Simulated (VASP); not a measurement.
# Mg in VASP: single point with LDA

Aim: the single point of Mg with LDA.

Everything below comes from runs of VASP 6.6.1. Logs are shortened: lines on timing, memory, paths and dates and some standing lists are left out, and cuts for length are marked.

## Step 1: The cell of the first run

The cell holds a atom, 1 atom: a = 14.000 Å, b = 14.400 Å, c = 14.800 Å, α = 90.00°, β = 90.00°, γ = 90.00°.

## Step 2: Single point, LDA, collinear spin, ferromagnetic start

File INCAR:

```
PREC     = Accurate       # precision mode
ENCUT    = 520            # plane-wave cutoff, eV
EDIFF    = 1E-7           # SCF threshold, eV
ISMEAR   = -1             # smearing method
SIGMA    = 0.01           # smearing width, eV
LREAL    = False          # projectors in reciprocal space
LASPH    = True           # aspherical terms in the spheres
NELM     = 150            # most SCF steps
ALGO     = Normal         # electronic algorithm
ISIF     = 2              # what is computed and relaxed
LWAVE    = False          # write WAVECAR
LCHARG   = False          # write CHGCAR
ISPIN    = 2              # spin polarisation
MAGMOM   = 0.01           # initial moments
LORBIT   = 11             # projections on sites
GGA      = CA             # functional
ISYM     = 0            
NBANDS   = 11             # bands
```

File KPOINTS:

```
regular mesh
0
Gamma
  1 1 1
```

File POSCAR:

```
Mg
1.0
   14.0000000000      0.0000000000      0.0000000000
    0.0000000000     14.4000000000      0.0000000000
    0.0000000000      0.0000000000     14.8000000000
Mg
1
Direct
    0.5000000000      0.5000000000      0.5000000000
```

Potentials or basis: VASP PAW LDA potentials, release 64 (Mg).

Launch:

```sh
$ cat potpaw_LDA.64/Mg/POTCAR > POTCAR
$ mpirun -np 1 vasp_gam > vasp.out
```

OUTCAR:

```text
PREC = Accurate
   ENCUT = 520
   EDIFF = 1E-7
   ISMEAR = -1
   LREAL = False
   LASPH = True
   NELM = 150
   ISIF = 2
   ISPIN = 2
   LORBIT = 11
   GGA = CA
   ISYM = 0

 ion  position               nearest neighbor table
   1  0.500  0.500  0.500-

IMPORTANT INFORMATION: All symmetrisations will be switched off!
NOSYMM: (Re-)initialisation of all symmetry stuff for point group C_1.

----------------------------------------------------------------------------------------

                                     Primitive cell

  volume of cell :    2983.6800

  direct lattice vectors                    reciprocal lattice vectors
    14.000000000  0.000000000  0.000000000     0.071428571  0.000000000  0.000000000
     0.000000000 14.400000000  0.000000000     0.000000000  0.069444444  0.000000000
     0.000000000  0.000000000 14.800000000     0.000000000  0.000000000  0.067567568

  length of vectors
    14.000000000 14.400000000 14.800000000     0.071428571  0.069444444  0.067567568

  position of ions in fractional coordinates (direct lattice)
     0.500000000  0.500000000  0.500000000

  ion indices of the primitive-cell ions
   primitive index   ion index
                 1           1

----------------------------------------------------------------------------------------

 KPOINTS: regular mesh

Automatic generation of k-mesh.
 Grid dimensions read from file:
 generate k-points for:    1    1    1

 Generating k-lattice:

  Cartesian coordinates                     Fractional coordinates (reciprocal lattice)
     0.071428571  0.000000000  0.000000000     1.000000000  0.000000000  0.000000000
     0.000000000  0.069444444  0.000000000     0.000000000  1.000000000  0.000000000
     0.000000000  0.000000000  0.067567568     0.000000000  0.000000000  1.000000000

  Length of vectors
     0.071428571  0.069444444  0.067567568

  Shift w.r.t. Gamma in fractional coordinates (k-lattice)
     0.000000000  0.000000000  0.000000000

 Subroutine IBZKPT returns following result:
 ===========================================

 Found      1 irreducible k-points:

 Following reciprocal coordinates:
            Coordinates               Weight
  0.000000  0.000000  0.000000      1.000000
   k-points           NKPTS =      1   k-points in BZ     NKDIM =      1   number of bands    NBANDS=     11
   number of dos      NEDOS =    301   number of ions     NIONS =      1
   total plane-waves  NPLWV = ******
   dimension x,y,z NGX =   108 NGY =  108 NGZ =  112
   dimension x,y,z NGXF=   216 NGYF=  216 NGZF=  224
   ions per type =               1
   NGX,Y,Z   is equivalent  to a cutoff of  12.82, 12.47, 12.58 a.u.
   NGXF,Y,Z  is equivalent  to a cutoff of  25.65, 24.94, 25.16 a.u.
 SYSTEM =  unknown system
   PREC   = accura    normal or accurate (medium, high low for compatibility)
   ISTART =      0    job   : 0-new  1-cont  2-samecut
   ICHARG =      2    charge: 1-file 2-atom 10-const
   ISPIN  =      2    spin polarized calculation?
   LNONCOLLINEAR =      F non collinear calculations
   LSORBIT =      F    spin-orbit coupling
   LASPH  =      T    aspherical Exc in radial PAW
   ENCUT  =  520.0 eV  38.22 Ry    6.18 a.u.  26.03 26.77 27.52*2*pi/ulx,y,z
   NELM   =    150;   NELMIN=  2; NELMDL= -5     # of ELM steps
   EDIFF  = 0.1E-06   stopping-criterion for ELM
   LREAL  =      F    real-space projection
   EDIFFG = 0.1E-05   stopping-criterion for IOM
   NSW    =      0    number of steps for IOM
   IBRION =     -1    ionic relax: 0-MD 1-quasi-New 2-CG
   NFREE  =      0    steps in history (QN), initial steepest desc. (CG)
   ISIF   =      2    stress and relaxation
   ISYM   =      0    0-nonsym 1-usesym 2-fastsym
   POTIM  = 0.5000    time-step for ionic-motion
   TEBEG  =    0.0;   TEEND  =   0.0 temperature during run
   PSTRESS=    0.0 pullay stress
   NELECT =       2.0000    total number of electrons
   NUPDOWN=      -1.0000    fix difference up-down
   EMIN   =  10.00;   EMAX   =-10.00  energy-range for DOS
   EFERMI =   0.00;   METHOD = LEGACY
   ISMEAR =    -1;   SIGMA  =   0.01  broadening in eV -4-tet -1-fermi 0-gaus
   EFERMI_NEDOS =   21; number of points for ismear=-14 and -15
   IALGO  =     38    algorithm
   IMIX   =      4    mixing-type and parameters
     AMIX     =   0.40;   BMIX     =  1.00
     AMIX_MAG =   1.60;   BMIX_MAG =  1.00
  volume/ion in A,a.u.               =    2983.68     20134.87
  Fermi-wavevector in a.u.,A,eV,Ry     =   0.143274  0.270749  0.279293  0.020527
  Thomas-Fermi vector in A             =   0.807119
   LORBIT       =     11    0 simple, 1 ext, 2 COOP (PROOUT), +10 PAW based schemes
   GGA     = CA    functional components
   LHFCALC =     F    Hartree Fock is set to
   AEXX    =    0.0000 exact exchange contribution
   IVDW    =     0    specifies the selected vdW correction
   LEPSILON=     F    determine dielectric tensor
   LRPA    =     F    only Hartree local field effects (RPA)
 spin polarized calculation
  energy-cutoff  :      520.00
  volume of cell :     2983.68
 maximum number of plane-waves:     40220
 NGX is ok and might be reduce to   108
   NGX = 53   NGY = 53   NGZ = 55

 number of electron       2.0000000 magnetization       0.0000114

 Free energy of the ion-electron system (eV)
  ---------------------------------------------------
  ext. energy  EPLUGINS =         0.00000000
  ---------------------------------------------------
  free energy    TOTEN  =         0.00127794 eV

  energy without entropy =        0.00127794  energy(sigma->0) =        0.00127794

 E-fermi :  -4.4807     XC(G=0):  -0.3821

 val. band max:       -4.7298155494   @ k =   0.0000   0.0000   0.0000
 cond. band min:      -1.3202729287   @ k =   0.0000   0.0000   0.0000
 fundamental gap:      3.4095426207
 Fermi energy:        -4.4806684590

 spin component 1

 k-point     1 :       0.0000    0.0000    0.0000
  band No.  band energies     occupation
      1      -4.7298      1.00000
      2      -1.3203      0.00000
      3      -1.3196      0.00000
      4      -1.3187      0.00000
      5      -0.1346      0.00000
      6       0.5247      0.00000
      7       0.5473      0.00000
      8       0.6665      0.00000
      9       0.6854      0.00000
     10       0.7238      0.00000
     11       0.7653      0.00000
 Fermi energy:        -4.4806684590

 spin component 2

 k-point     1 :       0.0000    0.0000    0.0000
  band No.  band energies     occupation
      1      -4.7298      1.00000
      2      -1.3203      0.00000
      3      -1.3196      0.00000
      4      -1.3187      0.00000
      5      -0.1342      0.00000
      6       0.5244      0.00000
      7       0.5472      0.00000
      8       0.6687      0.00000
      9       0.6864      0.00000
     10       0.7245      0.00000
     11       0.7659      0.00000

------------------------ aborting loop because EDIFF is reached ----------------------------------------

  FORCE on cell =-STRESS in cart. coord.  units (eV):
  Direction    XX          YY          ZZ          XY          YZ          ZX
  --------------------------------------------------------------------------------------
  -------------------------------------------------------------------------------------
  Total       -0.0004871     -0.0003496     -0.0002941     -0.0000002      0.0000001      0.0000001
  in kB       -0.0002616     -0.0001878     -0.0001579     -0.0000001      0.0000000      0.0000001
  external PRESSURE =      -0.0002024 kB  Pullay stress =       0.0000000 kB

 VOLUME and BASIS-vectors are now :
 -----------------------------------------------------------------------------
  energy-cutoff  :      520.00
  volume of cell :     2983.68
      direct lattice vectors                 reciprocal lattice vectors
    14.000000000  0.000000000  0.000000000     0.071428571  0.000000000  0.000000000
     0.000000000 14.400000000  0.000000000     0.000000000  0.069444444  0.000000000
     0.000000000  0.000000000 14.800000000     0.000000000  0.000000000  0.067567568

 POSITION                                       TOTAL-FORCE (eV/Angst)
 -----------------------------------------------------------------------------------
      7.00000      7.20000      7.40000        -0.000000      0.000000     -0.000000
 -----------------------------------------------------------------------------------
    total drift:                               -0.000000      0.000000     -0.000000

  FREE ENERGIE OF THE ION-ELECTRON SYSTEM (eV)
  ---------------------------------------------------
  free  energy   TOTEN  =         0.0012779400 eV

  energy  without entropy=        0.0012779400  energy(sigma->0) =        0.00127794

 total charge

# of ion       s       p       d       tot
------------------------------------------
    1        0.370   0.000   0.000   0.370

 magnetization (x)

# of ion       s       p       d       tot
------------------------------------------
    1       -0.000  -0.000   0.000  -0.000
```

Wall time 2 min (1 thread of Intel Xeon Platinum 8259CL at 2.50GHz (Skylake/Cascade Lake), shared host); peak memory 1.5 GiB.

What came out:

```yaml
Free_energy: 0.0013 eV
Pressure: 0.0 GPa
Band_gap_on_the_k_mesh: 3.41 eV
Net_moment: 0.00 μB per cell
Valence_electrons_inside_the_program's_atomic_spheres: Mg 0.37
```
